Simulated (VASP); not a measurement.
# Rh (Pm-3m) in VASP: further runs

Rh is run at these levels: PBEsol; tasks: single point, relaxation of cell and atoms.

Program: VASP 6.6.1. These are calculated values, not measurements. Logs are shortened: lines on timing, memory, paths and dates and some standing lists are left out, and cuts for length are marked.

**1. The cell of the first run**

The structure is cubic, space group Pm-3m (No. 221). The conventional cell has a = 2.497 Å, b = 2.497 Å, c = 2.497 Å, α = 90.00°, β = 90.00°, γ = 90.00°. Rh (site symmetry m-3m) has 6 Rh at 2.50 Å within 3.3 Å.

**2. Single point, PBEsol**

File INCAR:

```
SYSTEM = Rh
PREC = Accurate
ENCUT = 520
EDIFF = 1E-6
ISMEAR = -1
SIGMA = 0.08
LREAL = .False.
LASPH = .True.
NELM = 60
ALGO = Normal
ISIF = 2
LWAVE = .False.
LCHARG = .False.
GGA = PS
NBANDS = 14
```

File KPOINTS:

```
regular mesh
0
Gamma
  16 16 16
  0 0 0
```

File POSCAR:

```
Rh
1.0
    2.4967327531      0.0000000000      0.0000000000
    0.0000000000      2.4967327531      0.0000000000
    0.0000000000      0.0000000000      2.4967327531
Rh
1
Direct
    0.0000000000      0.0000000000      0.0000000000
```

Potentials or basis: VASP PAW PBE potentials, release 64 (Rh_pv).

Started as:

```
$ cat potpaw_PBE.64/Rh_pv/POTCAR > POTCAR
$ mpirun -np 1 vasp_std > vasp.out
```

OUTCAR:

```text
SYSTEM = Rh
   PREC = Accurate
   ENCUT = 520
   EDIFF = 1E-6
   ISMEAR = -1
   LREAL = .False.
   LASPH = .True.
   NELM = 60
   ISIF = 2
   GGA = PS

 ion  position               nearest neighbor table
   1  0.000  0.000  0.000-

  LATTYP: Found a simple cubic cell.
 ALAT       =     2.4967327531

  Lattice vectors:

 A1 = (   2.4967327531,   0.0000000000,   0.0000000000)
 A2 = (   0.0000000000,   2.4967327531,   0.0000000000)
 A3 = (   0.0000000000,   0.0000000000,   2.4967327531)

Analysis of symmetry for initial positions (statically):
=====================================================================
 Subroutine PRICEL returns:
 Original cell was already a primitive cell.

 Routine SETGRP: Setting up the symmetry group for a
 simple cubic supercell.

 Subroutine GETGRP returns: Found 48 space group operations
 (whereof 48 operations were pure point group operations)
 out of a pool of 48 trial point group operations.

The static configuration has the point symmetry O_h .

Analysis of symmetry for dynamics (positions and initial velocities):
=====================================================================
 Subroutine PRICEL returns:
 Original cell was already a primitive cell.

 Routine SETGRP: Setting up the symmetry group for a
 simple cubic supercell.

 Subroutine GETGRP returns: Found 48 space group operations
 (whereof 48 operations were pure point group operations)
 out of a pool of 48 trial point group operations.

The dynamic configuration has the point symmetry O_h .

 Subroutine INISYM returns: Found 48 space group operations
 (whereof 48 operations are pure point group operations),
 and found     1 'primitive' translations

----------------------------------------------------------------------------------------

                                     Primitive cell

  volume of cell :      15.5638

  direct lattice vectors                    reciprocal lattice vectors
     2.496732753  0.000000000  0.000000000     0.400523444  0.000000000  0.000000000
     0.000000000  2.496732753  0.000000000     0.000000000  0.400523444  0.000000000
     0.000000000  0.000000000  2.496732753     0.000000000  0.000000000  0.400523444

  length of vectors
     2.496732753  2.496732753  2.496732753     0.400523444  0.400523444  0.400523444

  position of ions in fractional coordinates (direct lattice)
     0.000000000  0.000000000  0.000000000

  ion indices of the primitive-cell ions
   primitive index   ion index
                 1           1

----------------------------------------------------------------------------------------

 KPOINTS: regular mesh

Automatic generation of k-mesh.
 Grid dimensions read from file:
 generate k-points for:   16   16   16

 Generating k-lattice:

  Cartesian coordinates                     Fractional coordinates (reciprocal lattice)
     0.025032715  0.000000000  0.000000000     0.062500000  0.000000000  0.000000000
     0.000000000  0.025032715  0.000000000     0.000000000  0.062500000  0.000000000
     0.000000000  0.000000000  0.025032715     0.000000000  0.000000000  0.062500000

  Length of vectors
     0.025032715  0.025032715  0.025032715

  Shift w.r.t. Gamma in fractional coordinates (k-lattice)
     0.000000000  0.000000000  0.000000000

 Subroutine IBZKPT returns following result:
 ===========================================

 Found    165 irreducible k-points:

 Following reciprocal coordinates:
            Coordinates               Weight
  0.000000  0.000000  0.000000      1.000000
  0.062500  0.000000  0.000000      6.000000
  0.125000  0.000000  0.000000      6.000000
  0.187500  0.000000  0.000000      6.000000
  0.250000  0.000000  0.000000      6.000000
  0.312500  0.000000  0.000000      6.000000
[... 16 lines left out ...]
  0.437500  0.125000  0.000000     24.000000
  0.500000  0.125000  0.000000     12.000000
 [... further k-points ...]
   k-points           NKPTS =    165   k-points in BZ     NKDIM =    165   number of bands    NBANDS=     14
   number of dos      NEDOS =    301   number of ions     NIONS =      1
   total plane-waves  NPLWV =   8000
   dimension x,y,z NGX =    20 NGY =   20 NGZ =   20
   dimension x,y,z NGXF=    40 NGYF=   40 NGZF=   40
   ions per type =               1
   NGX,Y,Z   is equivalent  to a cutoff of  13.32, 13.32, 13.32 a.u.
   NGXF,Y,Z  is equivalent  to a cutoff of  26.63, 26.63, 26.63 a.u.
 SYSTEM =  Rh
   PREC   = accura    normal or accurate (medium, high low for compatibility)
   ISTART =      0    job   : 0-new  1-cont  2-samecut
   ICHARG =      2    charge: 1-file 2-atom 10-const
   ISPIN  =      1    spin polarized calculation?
   LNONCOLLINEAR =      F non collinear calculations
   LSORBIT =      F    spin-orbit coupling
   LASPH  =      T    aspherical Exc in radial PAW
   ENCUT  =  520.0 eV  38.22 Ry    6.18 a.u.   4.64  4.64  4.64*2*pi/ulx,y,z
   NELM   =     60;   NELMIN=  2; NELMDL= -5     # of ELM steps
   EDIFF  = 0.1E-05   stopping-criterion for ELM
   LREAL  =      F    real-space projection
   EDIFFG = 0.1E-04   stopping-criterion for IOM
   NSW    =      0    number of steps for IOM
   IBRION =     -1    ionic relax: 0-MD 1-quasi-New 2-CG
   NFREE  =      0    steps in history (QN), initial steepest desc. (CG)
   ISIF   =      2    stress and relaxation
   ISYM   =      2    0-nonsym 1-usesym 2-fastsym
   POTIM  = 0.5000    time-step for ionic-motion
   TEBEG  =    0.0;   TEEND  =   0.0 temperature during run
   PSTRESS=    0.0 pullay stress
   NELECT =      15.0000    total number of electrons
   NUPDOWN=      -1.0000    fix difference up-down
   EMIN   =  10.00;   EMAX   =-10.00  energy-range for DOS
   EFERMI =   0.00;   METHOD = LEGACY
   ISMEAR =    -1;   SIGMA  =   0.08  broadening in eV -4-tet -1-fermi 0-gaus
   EFERMI_NEDOS =   21; number of points for ismear=-14 and -15
   IALGO  =     38    algorithm
   IMIX   =      4    mixing-type and parameters
     AMIX     =   0.40;   BMIX     =  1.00
     AMIX_MAG =   1.60;   BMIX_MAG =  1.00
  volume/ion in A,a.u.               =      15.56       105.03
  Fermi-wavevector in a.u.,A,eV,Ry     =   1.617086  3.055850 35.578800  2.614968
  Thomas-Fermi vector in A             =   2.711568
   LORBIT       =      0    0 simple, 1 ext, 2 COOP (PROOUT), +10 PAW based schemes
   GGA     = PS    functional components
   LHFCALC =     F    Hartree Fock is set to
   AEXX    =    0.0000 exact exchange contribution
   IVDW    =     0    specifies the selected vdW correction
   LEPSILON=     F    determine dielectric tensor
   LRPA    =     F    only Hartree local field effects (RPA)
 non-spin polarized calculation
  energy-cutoff  :      520.00
  volume of cell :       15.56
 maximum number of plane-waves:       441
 NGX is ok and might be reduce to    20
   NGX =  9   NGY =  9   NGZ =  9

 number of electron      14.9999993 magnetization

 Free energy of the ion-electron system (eV)
  ---------------------------------------------------
  ext. energy  EPLUGINS =         0.00000000
  ---------------------------------------------------
  free energy    TOTEN  =        -7.26537361 eV

  energy without entropy =       -7.22885545  energy(sigma->0) =       -7.24711453

 E-fermi :   9.7540     XC(G=0): -13.2863

 val. band max:        9.7396672584   @ k =   0.4375   0.4375   0.3125
 cond. band min:       9.7682075355   @ k =   0.3750   0.1250   0.0000
 fundamental gap:      0.0285402771
 Fermi energy:         9.7539934164

 k-point     1 :       0.0000    0.0000    0.0000
  band No.  band energies     occupation
      1     -36.2583      2.00000
      2     -36.2583      2.00000
      3     -36.2583      2.00000
      4       2.6449      2.00000
      5       4.3290      2.00000
      6       4.3290      2.00000
      7      10.5991      0.00005
      8      10.5991      0.00005
      9      10.5991      0.00005
     10      26.8347      0.00000
     11      26.8347      0.00000
     12      26.8347      0.00000
     13      30.6908      0.00000
     14      34.4926      0.00000

 k-point     2 :       0.0625    0.0000    0.0000
  band No.  band energies     occupation
      1     -36.2906      2.00000
      2     -36.2556      2.00000
      3     -36.2556      2.00000
      4       2.7621      2.00000
      5       4.3527      2.00000
      6       4.4390      2.00000
      7      10.4938      0.00019
      8      10.4938      0.00019
      9      10.6073      0.00005
     10      26.0368      0.00000
     11      27.0432      0.00000
     12      27.0432      0.00000
     13      30.6939      0.00000
     14      33.8176      0.00000

 k-point     3 :       0.1250    0.0000    0.0000
  band No.  band energies     occupation
      1     -36.3819      2.00000
      2     -36.2479      2.00000
      3     -36.2479      2.00000
      4       3.0810      2.00000
      5       4.4207      2.00000
      6       4.7844      2.00000
      7      10.2049      0.00711
      8      10.2049      0.00711
      9      10.6305      0.00003
     10      24.3283      0.00000
     11      27.6366      0.00000
     12      27.6366      0.00000
     13      30.6969      0.00000
     14      32.5524      0.00000
[... 324 lines left out ...]
 k-point    23 :       0.4375    0.1250    0.0000
  band No.  band energies     occupation
      1     -37.0295      2.00000
      2     -36.3086      2.00000
      3     -36.1798      2.00000
      4       5.1227      2.00000
      5       5.7441      2.00000
      6       6.9788      2.00000
      7       8.4594      2.00000
      8      10.4628      0.00028
      9      10.6604      0.00002
     10      16.7399      0.00000
     11      27.4789      0.00000
     12      30.0788      0.00000
     13      30.7106      0.00000
     14      32.1554      0.00000

 k-point    24 :       0.5000    0.1250    0.0000
  band No.  band energies     occupation
      1     -37.0592      2.00000
      2     -36.3057      2.00000
      3     -36.1771      2.00000
      4       5.1690      2.00000
      5       5.8584      2.00000
      6       6.8873      2.00000
      7       8.3875      2.00000
      8      10.4728      0.00025
      9      11.0852      0.00000
     10      16.2562      0.00000
     11      27.4247      0.00000
     12      30.6324      0.00000
     13      30.6798      0.00000
     14      31.3331      0.00000

 [... further k-points ...]
[... 5 lines left out ...]
  --------------------------------------------------------------------------------------
  -------------------------------------------------------------------------------------
  Total        0.0914578      0.0914578      0.0914578      0.0000000     -0.0000000      0.0000000
  in kB        9.4148904      9.4148904      9.4148904      0.0000000     -0.0000000      0.0000000
  external PRESSURE =       9.4148904 kB  Pullay stress =       0.0000000 kB

 VOLUME and BASIS-vectors are now :
 -----------------------------------------------------------------------------
  energy-cutoff  :      520.00
  volume of cell :       15.56
      direct lattice vectors                 reciprocal lattice vectors
     2.496732753  0.000000000  0.000000000     0.400523444  0.000000000  0.000000000
     0.000000000  2.496732753  0.000000000     0.000000000  0.400523444  0.000000000
     0.000000000  0.000000000  2.496732753     0.000000000  0.000000000  0.400523444

 POSITION                                       TOTAL-FORCE (eV/Angst)
 -----------------------------------------------------------------------------------
      0.00000      0.00000      0.00000         0.000000      0.000000      0.000000
 -----------------------------------------------------------------------------------
    total drift:                                0.000000      0.000000      0.000000

  FREE ENERGIE OF THE ION-ELECTRON SYSTEM (eV)
  ---------------------------------------------------
  free  energy   TOTEN  =        -7.2653736070 eV

  energy  without entropy=       -7.2288554491  energy(sigma->0) =       -7.24711453
```

Wall time 10 s (1 thread of Intel Xeon 6975P-C (Granite Rapids), shared host); peak memory 0.14 GiB.

What came out:

* Free energy: -7.2654 eV
* Pressure: 0.9 GPa

Caveat: the PAW data sets were made with another functional, which shifts forces and pressure a little.

**3. Relaxation of cell and atoms, PBEsol, target pressure 0.87 GPa, at which the enthalpy is minimised**

This run uses another cell than the first one, of 14.54 Å³/atom, 0.934 times its volume.

File INCAR:

```
PREC     = Accurate       # precision mode
ENCUT    = 600            # plane-wave cutoff, eV
EDIFF    = 1E-7           # SCF threshold, eV
ISMEAR   = -1             # smearing method
SIGMA    = 0.08           # smearing width, eV
LREAL    = F              # projectors in reciprocal space
LASPH    = T              # aspherical terms in the spheres
NELM     = 60             # most SCF steps
ALGO     = Normal         # electronic algorithm
ISIF     = 3              # what is computed and relaxed
LWAVE    = F              # write WAVECAR
LCHARG   = F              # write CHGCAR
GGA      = PS             # functional
IBRION   = 2              # ionic algorithm
NSW      = 60             # ionic steps
EDIFFG   = -0.005         # ionic threshold
PSTRESS  = 8.7
```

File KPOINTS:

```
regular mesh
0
Gamma
  16 16 16
```

File POSCAR:

```
Rh
1.0
    2.4408938169      0.0000000000      0.0000000000
    0.0000000000      2.4408938169      0.0000000000
    0.0000000000      0.0000000000      2.4408938169
Rh
1
Direct
    0.0000000000      0.0000000000      0.0000000000
```

Potentials or basis: VASP PAW PBE potentials, release 64 (Rh_pv).

Started as:

```
$ cat potpaw_PBE.64/Rh_pv/POTCAR > POTCAR
$ mpirun -np 1 vasp_std > vasp.out
```

Run time: 58 s. Hardware: 1 thread of Intel Xeon 6975P-C (Granite Rapids), shared host; peak memory 0.15 GiB.

The run converged. Its results:

- Free energy: -7.2640 eV
- Relaxed volume: 15.56 Å³/atom
- Relaxed cell: a = 2.496 Å, b = 2.496 Å, c = 2.496 Å, α = 90.00°, β = 90.00°, γ = 90.00°
- Space group after relaxing (to 0.05 Å): Pm-3m (No. 221)
- Energy change on relaxing (the enthalpy is what falls): -56.9 meV/atom
- Ionic steps: 16
- Pressure after relaxing: 0.9 GPa

Step by step:
```tsv
step	energy change (eV)	largest force (eV/Å)	pressure (GPa)	volume (Å³)
1	0.0000	0.0000	18.22	14.54
2	0.1379	0.0000	-21.48	18.12
3	-0.0570	0.0000	0.07	15.62
4	-0.0569	0.0000	0.79	15.56
5	-0.0568	0.0000	1.08	15.54
6	-0.0568	0.0000	1.07	15.54
7	-0.0568	0.0000	1.04	15.55
8	-0.0568	0.0000	1.05	15.55
9	-0.0568	0.0000	1.05	15.55
10	-0.0568	0.0000	1.05	15.55
11	-0.0568	0.0000	1.05	15.55
12	-0.0568	0.0000	1.04	15.55
13	-0.0568	0.0000	1.03	15.55
14	-0.0568	0.0000	1.01	15.55
15	-0.0568	0.0000	0.98	15.55
16	-0.0569	0.0000	0.91	15.56
```

Final structure:
```
Rh
1.0
     2.49628    0.00000    0.00000
     0.00000    2.49628    0.00000
     0.00000    0.00000    2.49628
Rh
1
Direct
  0.00000 0.00000 0.00000
```

Levels at points of the mesh, in eV from the Fermi level:
```csv
k point,band 4,band 5,band 6,band 7,band 8,band 9,band 10,band 11
"(0.00, 0.00, 0.00)",-7.11,-5.43,-5.43,0.85,0.85,0.85,17.08,17.08
"(0.50, 0.00, 0.00)",-4.76,-4.58,-1.43,-1.43,-0.18,1.06,6.51,17.55
"(0.50, 0.50, 0.00)",-5.95,-3.86,-0.99,-0.99,2.50,5.68,5.68,13.56
"(0.50, 0.50, 0.50)",-4.74,-4.74,-4.74,2.65,2.65,10.03,12.42,12.42
```

Caveat: the cell is relaxed towards a set pressure, so the enthalpy falls and the energy may rise; the PAW data sets were made with another functional, which shifts forces and pressure a little.

**4. Relaxation of cell and atoms, PBEsol, target pressure 0.87 GPa, at which the enthalpy is minimised**

File INCAR:

```
  PREC = Accurate
  ENCUT = 600
  EDIFF = 1E-6
  ISMEAR = -1
  SIGMA = 0.08
  LREAL = F
  LASPH = T
  NELM = 60
  ALGO = Normal
  ISIF = 3
  LWAVE = F
  LCHARG = F
  GGA = PS
  IBRION = 2
  NSW = 32
  EDIFFG = -0.005
  PSTRESS = 8.7
```

KPOINTS is that of step 3.

File POSCAR:

```
Rh
1.0
    2.4967327531      0.0000000000      0.0000000000
    0.0000000000      2.4967327531      0.0000000000
    0.0000000000      0.0000000000      2.4967327531
Rh
1
Direct
    0.0000000000      0.0000000000      0.0000000000
```

Started as:

```
$ cat potpaw_PBE.64/Rh_pv/POTCAR > POTCAR
$ mpirun -np 1 vasp_std > vasp.out
```

Run time: 15 s. Hardware: 1 thread of Intel Xeon 6975P-C (Granite Rapids), shared host; peak memory 0.15 GiB.

It converged, with:

| Quantity | Value |
| --- | --- |
| Free energy | -7.2654 eV |
| Relaxed volume | 15.56 Å³/atom |
| Relaxed cell | a = 2.496 Å, b = 2.496 Å, c = 2.496 Å, α = 90.00°, β = 90.00°, γ = 90.00° |
| Space group after relaxing (to 0.05 Å) | Pm-3m (No. 221) |
| Energy change on relaxing (the enthalpy is what falls) | +0.0 meV/atom |
| Ionic steps | 3 |
| Pressure after relaxing | 0.9 GPa |

Final structure:
```
Rh
1.0
     2.49649    0.00000    0.00000
     0.00000    2.49649    0.00000
     0.00000    0.00000    2.49649
Rh
1
Direct
  0.00000 0.00000 0.00000
```

Levels at points of the mesh, in eV from the Fermi level:
```csv
k point,band 5,band 6,band 7,band 8,band 9,band 10
"(0.00, 0.00, 0.00)",-5.43,-5.43,0.85,0.85,0.85,17.08
"(0.50, 0.00, 0.00)",-4.57,-1.43,-1.43,-0.18,1.06,6.50
"(0.50, 0.50, 0.00)",-3.86,-0.99,-0.99,2.50,5.68,5.68
"(0.50, 0.50, 0.50)",-4.74,-4.74,2.65,2.65,10.04,12.42
```

Caveat: the cell is relaxed towards a set pressure, so the enthalpy falls and the energy may rise; the PAW data sets were made with another functional, which shifts forces and pressure a little.

**5. Summary**

| task | cell | cutoff (eV) | gap on the mesh (eV) | pressure (GPa) |
| --- | --- | --- | --- | --- |
| single point | a = 2.497 Å, 1 atom | 520 | none | 0.9 |
| relaxation of cell and atoms | relaxed to 0.87 GPa from a = 2.441 Å, 1 atom | 600 | none | 0.9 |
| relaxation of cell and atoms | relaxed to 0.87 GPa from a = 2.497 Å, 1 atom | 600 | none | 0.9 |

Alike in all rows: level PBEsol; potentials or basis VASP PAW PBE potentials, release 64 (Rh_pv); no spin polarisation; k mesh 16 × 16 × 16; smearing fermi-dirac 0.08 eV.

Caveats: the PAW data sets were made with another functional, which shifts forces and pressure a little; the cell is relaxed towards a set pressure, so the enthalpy falls and the energy may rise (some runs).

Total energies depend on the potentials used, so only differences within one code and one set of settings carry meaning.
